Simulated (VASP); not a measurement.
# MgSn4N (P4/mmm) in VASP: notebook

The runs below take MgSn4N through single point, with PBE.

Program: VASP 6.6.1. These are calculated values, not measurements. Logs are shortened: lines on timing, memory, paths and dates and some standing lists are left out, and cuts for length are marked.

## Step 1: The cell of the first run

Symmetry: P4/mmm, No. 123, tetragonal system. The conventional cell has a = 4.676 Å, b = 4.676 Å, c = 6.643 Å, α = 90.00°, β = 90.00°, γ = 90.00°. Mg (site symmetry 4/mmm) has 8 Sn at 3.01 Å within 4.0 Å. Sn (site symmetry 2mm) has 2 N at 2.74 Å and 5 Sn at 2.86 to 3.31 Å and 2 Mg at 3.01 Å within 3.6 Å. Within 3.6 Å of N (site symmetry 4/mmm) lie 8 Sn at 2.74 Å.

The cell was generated, and may not be a known phase.

## Step 2: Single point, PBE

INCAR

```
PREC     = Accurate       # precision mode
ENCUT    = 520            # plane-wave cutoff, eV
EDIFF    = 1E-6           # SCF threshold, eV
ISMEAR   = 0              # smearing method
SIGMA    = 0.1            # smearing width, eV
LREAL    = False          # projectors in reciprocal space
LASPH    = True           # aspherical terms in the spheres
NELM     = 60             # most SCF steps
ALGO     = Fast           # electronic algorithm
ISIF     = 2              # what is computed and relaxed
LWAVE    = False          # write WAVECAR
LCHARG   = False          # write CHGCAR
GGA      = PE             # functional
NBANDS   = 40             # bands
```

KPOINTS

```
regular mesh
0
Gamma
  4 4 4
```

POSCAR

```
MgSn4N
1.0
    4.6755541420      0.0000000000      0.0000000000
    0.0000000000      4.6755541420      0.0000000000
    0.0000000000      0.0000000000      6.6429685420
Mg Sn N
1 4 1
Direct
    0.0000000000      0.0000000000      0.0000000000
    0.5000000000      0.0000000000      0.7155186681
    0.0000000000      0.5000000000      0.2844813319
    0.5000000000      0.0000000000      0.2844813319
    0.0000000000      0.5000000000      0.7155186681
    0.5000000000      0.5000000000      0.5000000000
```

Potentials or basis: VASP PAW PBE potentials, release 64 (Mg, Sn_d, N).

Run with:

```sh
$ cat potpaw_PBE.64/Mg/POTCAR potpaw_PBE.64/Sn_d/POTCAR potpaw_PBE.64/N/POTCAR > POTCAR
$ mpirun -np 1 vasp_std > vasp.out
```

OUTCAR:

```text
PREC = Accurate
   ENCUT = 520
   EDIFF = 1E-6
   ISMEAR = 0
   LREAL = False
   LASPH = True
   NELM = 60
   ISIF = 2
   GGA = PE

 ion  position               nearest neighbor table
   1  0.000  0.000  0.000-   2 3.01   3 3.01   4 3.01   5 3.01   3 3.01   5 3.01   2 3.01   4 3.01

   2  0.500  0.000  0.716-   6 2.74   6 2.74   4 2.86   1 3.01   1 3.01   5 3.31   5 3.31   5 3.31
                             5 3.31
   3  0.000  0.500  0.284-   6 2.74   6 2.74   5 2.86   1 3.01   1 3.01   4 3.31   4 3.31   4 3.31
                             4 3.31
   4  0.500  0.000  0.284-   6 2.74   6 2.74   2 2.86   1 3.01   1 3.01   3 3.31   3 3.31   3 3.31
                             3 3.31
   5  0.000  0.500  0.716-   6 2.74   6 2.74   3 2.86   1 3.01   1 3.01   2 3.31   2 3.31   2 3.31
                             2 3.31
   6  0.500  0.500  0.500-   2 2.74   3 2.74   4 2.74   5 2.74   2 2.74   4 2.74   3 2.74   5 2.74

  LATTYP: Found a simple tetragonal cell.
 ALAT       =     4.6755541420
 C/A-ratio  =     1.4207874276

  Lattice vectors:

 A1 = (   4.6755541420,   0.0000000000,   0.0000000000)
 A2 = (   0.0000000000,   4.6755541420,   0.0000000000)
 A3 = (   0.0000000000,   0.0000000000,   6.6429685420)

Analysis of symmetry for initial positions (statically):
=====================================================================
 Subroutine PRICEL returns:
 Original cell was already a primitive cell.

 Routine SETGRP: Setting up the symmetry group for a
 simple tetragonal supercell.

 Subroutine GETGRP returns: Found 16 space group operations
 (whereof 16 operations were pure point group operations)
 out of a pool of 16 trial point group operations.

The static configuration has the point symmetry D_4h.

Analysis of symmetry for dynamics (positions and initial velocities):
=====================================================================
 Subroutine PRICEL returns:
 Original cell was already a primitive cell.

 Routine SETGRP: Setting up the symmetry group for a
 simple tetragonal supercell.

 Subroutine GETGRP returns: Found 16 space group operations
 (whereof 16 operations were pure point group operations)
 out of a pool of 16 trial point group operations.

The dynamic configuration has the point symmetry D_4h.

 Subroutine INISYM returns: Found 16 space group operations
 (whereof 16 operations are pure point group operations),
 and found     1 'primitive' translations

----------------------------------------------------------------------------------------

                                     Primitive cell

  volume of cell :     145.2207

  direct lattice vectors                    reciprocal lattice vectors
     4.675554142  0.000000000  0.000000000     0.213878392  0.000000000  0.000000000
     0.000000000  4.675554142  0.000000000     0.000000000  0.213878392  0.000000000
     0.000000000  0.000000000  6.642968542     0.000000000  0.000000000  0.150535110

  length of vectors
     4.675554142  4.675554142  6.642968542     0.213878392  0.213878392  0.150535110

  position of ions in fractional coordinates (direct lattice)
     0.000000000  0.000000000  0.000000000
     0.500000000  0.000000000  0.715518668
     0.000000000  0.500000000  0.284481332
     0.500000000  0.000000000  0.284481332
     0.000000000  0.500000000  0.715518668
     0.500000000  0.500000000  0.500000000

  ion indices of the primitive-cell ions
   primitive index   ion index
                 1           1
                 2           2
                 3           3
                 4           4
                 5           5
                 6           6

----------------------------------------------------------------------------------------

 KPOINTS: regular mesh

Automatic generation of k-mesh.
 Grid dimensions read from file:
 generate k-points for:    4    4    4

 Generating k-lattice:

  Cartesian coordinates                     Fractional coordinates (reciprocal lattice)
     0.053469598  0.000000000  0.000000000     0.250000000  0.000000000  0.000000000
     0.000000000  0.053469598  0.000000000     0.000000000  0.250000000  0.000000000
     0.000000000  0.000000000  0.037633777     0.000000000  0.000000000  0.250000000

  Length of vectors
     0.053469598  0.053469598  0.037633777

  Shift w.r.t. Gamma in fractional coordinates (k-lattice)
     0.000000000  0.000000000  0.000000000

 Subroutine IBZKPT returns following result:
 ===========================================

 Found     18 irreducible k-points:

 Following reciprocal coordinates:
            Coordinates               Weight
  0.000000  0.000000  0.000000      1.000000
  0.250000  0.000000  0.000000      4.000000
  0.500000  0.000000  0.000000      2.000000
  0.250000  0.250000  0.000000      4.000000
  0.500000  0.250000  0.000000      4.000000
  0.500000  0.500000  0.000000      1.000000
[... 10 lines left out ...]
  0.500000  0.250000  0.500000      4.000000
  0.500000  0.500000  0.500000      1.000000
   k-points           NKPTS =     18   k-points in BZ     NKDIM =     18   number of bands    NBANDS=     40
   number of dos      NEDOS =    301   number of ions     NIONS =      6
   total plane-waves  NPLWV =  64800
   dimension x,y,z NGX =    36 NGY =   36 NGZ =   50
   dimension x,y,z NGXF=    72 NGYF=   72 NGZF=  100
   ions per type =               1   4   1
   NGX,Y,Z   is equivalent  to a cutoff of  12.80, 12.80, 12.51 a.u.
   NGXF,Y,Z  is equivalent  to a cutoff of  25.60, 25.60, 25.03 a.u.
 SYSTEM =  unknown system
   PREC   = accura    normal or accurate (medium, high low for compatibility)
   ISTART =      0    job   : 0-new  1-cont  2-samecut
   ICHARG =      2    charge: 1-file 2-atom 10-const
   ISPIN  =      1    spin polarized calculation?
   LNONCOLLINEAR =      F non collinear calculations
   LSORBIT =      F    spin-orbit coupling
   LASPH  =      T    aspherical Exc in radial PAW
   ENCUT  =  520.0 eV  38.22 Ry    6.18 a.u.   8.69  8.69 12.35*2*pi/ulx,y,z
   NELM   =     60;   NELMIN=  2; NELMDL= -5     # of ELM steps
   EDIFF  = 0.1E-05   stopping-criterion for ELM
   LREAL  =      F    real-space projection
   EDIFFG = 0.1E-04   stopping-criterion for IOM
   NSW    =      0    number of steps for IOM
   IBRION =     -1    ionic relax: 0-MD 1-quasi-New 2-CG
   NFREE  =      0    steps in history (QN), initial steepest desc. (CG)
   ISIF   =      2    stress and relaxation
   ISYM   =      2    0-nonsym 1-usesym 2-fastsym
   POTIM  = 0.5000    time-step for ionic-motion
   TEBEG  =    0.0;   TEEND  =   0.0 temperature during run
   PSTRESS=    0.0 pullay stress
   NELECT =      63.0000    total number of electrons
   NUPDOWN=      -1.0000    fix difference up-down
   EMIN   =  10.00;   EMAX   =-10.00  energy-range for DOS
   EFERMI =   0.00;   METHOD = LEGACY
   ISMEAR =     0;   SIGMA  =   0.10  broadening in eV -4-tet -1-fermi 0-gaus
   EFERMI_NEDOS =   21; number of points for ismear=-14 and -15
   IALGO  =     68    algorithm
   IMIX   =      4    mixing-type and parameters
     AMIX     =   0.40;   BMIX     =  1.00
     AMIX_MAG =   1.60;   BMIX_MAG =  1.00
  volume/ion in A,a.u.               =      24.20       163.33
  Fermi-wavevector in a.u.,A,eV,Ry     =   1.239307  2.341951 20.896940  1.535882
  Thomas-Fermi vector in A             =   2.373796
   LORBIT       =      0    0 simple, 1 ext, 2 COOP (PROOUT), +10 PAW based schemes
   GGA     = PE    functional components
   LHFCALC =     F    Hartree Fock is set to
   AEXX    =    0.0000 exact exchange contribution
   IVDW    =     0    specifies the selected vdW correction
   LEPSILON=     F    determine dielectric tensor
   LRPA    =     F    only Hartree local field effects (RPA)
 non-spin polarized calculation
 RMM-DIIS sequential band-by-band and
 Gauss-broadening in eV      SIGMA  =   0.10
  energy-cutoff  :      520.00
  volume of cell :      145.22
 maximum number of plane-waves:      3944
 NGX is ok and might be reduce to    36
   NGX = 17   NGY = 17   NGZ = 25

 number of electron      62.9999947 magnetization

 Free energy of the ion-electron system (eV)
  ---------------------------------------------------
  ext. energy  EPLUGINS =         0.00000000
  ---------------------------------------------------
  free energy    TOTEN  =       -22.23329935 eV

  energy without entropy =      -22.20629606  energy(sigma->0) =      -22.21979770

 E-fermi :   6.4747     XC(G=0):  -9.8216

 val. band max:        6.4579245205   @ k =   0.5000   0.0000   0.5000
 cond. band min:       6.5152473234   @ k =   0.2500   0.0000   0.2500
 fundamental gap:      0.0573228028
 Fermi energy:         6.4747452789

 k-point     1 :       0.0000    0.0000    0.0000
  band No.  band energies     occupation
      1     -15.2008      2.00000
      2     -15.1374      2.00000
      3     -15.1194      2.00000
      4     -15.1167      2.00000
      5     -15.0701      2.00000
      6     -15.0701      2.00000
[... 32 lines left out ...]
     39      11.6728      0.00000
     40      11.9066      0.00000

 k-point     2 :       0.2500    0.0000    0.0000
  band No.  band energies     occupation
      1     -15.1875      2.00000
      2     -15.1282      2.00000
      3     -15.1006      2.00000
      4     -15.0836      2.00000
      5     -15.0668      2.00000
      6     -15.0617      2.00000
[... 32 lines left out ...]
     39      10.4150      0.00000
     40      11.3984      0.00000

 k-point     3 :       0.5000    0.0000    0.0000
  band No.  band energies     occupation
      1     -15.1577      2.00000
      2     -15.1562      2.00000
      3     -15.0588      2.00000
      4     -15.0492      2.00000
      5     -15.0270      2.00000
      6     -15.0241      2.00000
[... 32 lines left out ...]
     39      10.6696      0.00000
     40      11.1543      0.00000

 k-point     4 :       0.2500    0.2500    0.0000
  band No.  band energies     occupation
      1     -15.1868      2.00000
      2     -15.1411      2.00000
      3     -15.0841      2.00000
      4     -15.0663      2.00000
      5     -15.0658      2.00000
      6     -15.0398      2.00000
[... 32 lines left out ...]
     39      11.6314      0.00000
     40      11.6669      0.00000
[... 514 lines left out ...]
     39      11.2651      0.00000
     40      12.0707      0.00000

 k-point    17 :       0.5000    0.2500    0.5000
  band No.  band energies     occupation
      1     -15.1480      2.00000
      2     -15.1473      2.00000
      3     -15.0808      2.00000
      4     -15.0429      2.00000
      5     -15.0164      2.00000
      6     -15.0161      2.00000
[... 32 lines left out ...]
     39      11.3011      0.00000
     40      11.5066      0.00000

 k-point    18 :       0.5000    0.5000    0.5000
  band No.  band energies     occupation
      1     -15.1598      2.00000
      2     -15.1598      2.00000
      3     -15.0950      2.00000
      4     -15.0538      2.00000
      5     -15.0315      2.00000
      6     -15.0315      2.00000
[... 32 lines left out ...]
     39      12.2445      0.00000
     40      12.2869      0.00000

------------------------ aborting loop because EDIFF is reached ----------------------------------------

  FORCE on cell =-STRESS in cart. coord.  units (eV):
  Direction    XX          YY          ZZ          XY          YZ          ZX
  --------------------------------------------------------------------------------------
  -------------------------------------------------------------------------------------
  Total       -0.2703743     -0.2703743      0.2232245      0.0000000     -0.0000000      0.0000000
  in kB       -2.9829608     -2.9829608      2.4627715      0.0000000     -0.0000000      0.0000000
  external PRESSURE =      -1.1677167 kB  Pullay stress =       0.0000000 kB

 VOLUME and BASIS-vectors are now :
 -----------------------------------------------------------------------------
  energy-cutoff  :      520.00
  volume of cell :      145.22
      direct lattice vectors                 reciprocal lattice vectors
     4.675554142  0.000000000  0.000000000     0.213878392  0.000000000  0.000000000
     0.000000000  4.675554142  0.000000000     0.000000000  0.213878392  0.000000000
     0.000000000  0.000000000  6.642968542     0.000000000  0.000000000  0.150535110

 POSITION                                       TOTAL-FORCE (eV/Angst)
 -----------------------------------------------------------------------------------
      0.00000      0.00000      0.00000         0.000000     -0.000000     -0.000000
      2.33778      0.00000      4.75317         0.000000      0.000000      0.010209
      0.00000      2.33778      1.88980        -0.000000     -0.000000     -0.010209
      2.33778      0.00000      1.88980         0.000000      0.000000     -0.010209
      0.00000      2.33778      4.75317         0.000000     -0.000000      0.010209
      2.33778      2.33778      3.32148         0.000000     -0.000000     -0.000000
 -----------------------------------------------------------------------------------
    total drift:                                0.000000     -0.000000     -0.000000

  FREE ENERGIE OF THE ION-ELECTRON SYSTEM (eV)
  ---------------------------------------------------
  free  energy   TOTEN  =       -22.2332993458 eV

  energy  without entropy=      -22.2062960597  energy(sigma->0) =      -22.21979770
```

Wall time 2.4 min (1 thread of Oxide Virtual Turin-like, shared host); peak memory 0.24 GiB.

Results:

- Free energy: -22.2333 eV
- Pressure: -0.1 GPa
- Largest force: 0.010 eV/Å
- Band gap on the k mesh: zero (an odd number of electrons rules out a gap without spin polarisation)

Forces on the atoms (eV/Å):
```
Mg   0.000  0.000  0.000
Sn   0.000  0.000  0.010
Sn   0.000  0.000 -0.010
Sn   0.000  0.000 -0.010
Sn   0.000  0.000  0.010
N    0.000  0.000  0.000
```

Levels at points of the mesh, in eV from the Fermi level:
| k point | band 27 | band 28 | band 29 | band 30 | band 31 | band 32 | band 33 | band 34 | band 35 | band 36 |
| --- | --- | --- | --- | --- | --- | --- | --- | --- | --- | --- |
| (0.00, 0.00, 0.00) | -4.07 | -2.75 | -1.55 | -0.66 | -0.53 | -0.53 | -0.46 | -0.46 | 2.35 | 4.21 |
| (0.50, 0.00, 0.00) | -3.50 | -2.70 | -1.49 | -0.96 | -0.55 | 0.27 | 1.21 | 1.55 | 1.67 | 1.74 |
| (0.50, 0.50, 0.00) | -4.11 | -3.44 | -3.44 | -2.91 | -2.14 | 0.59 | 0.59 | 0.76 | 2.07 | 4.67 |
| (0.00, 0.00, 0.50) | -3.99 | -2.71 | -1.53 | -1.53 | -1.48 | 0.39 | 0.39 | 0.77 | 2.09 | 3.09 |
| (0.50, 0.00, 0.50) | -2.26 | -2.21 | -0.42 | -0.27 | -0.06 | -0.02 | 0.33 | 0.84 | 0.86 | 1.24 |
| (0.50, 0.50, 0.50) | -4.33 | -4.26 | -1.55 | -1.55 | -1.10 | 0.55 | 1.59 | 1.59 | 1.62 | 1.62 |

Caveat: spin-orbit coupling is left out, which moves the levels of the heavy elements.

(Part 1 of 2 ends here.)

The gap in the log of VASP goes by the Fermi energy; the results here count the filled bands.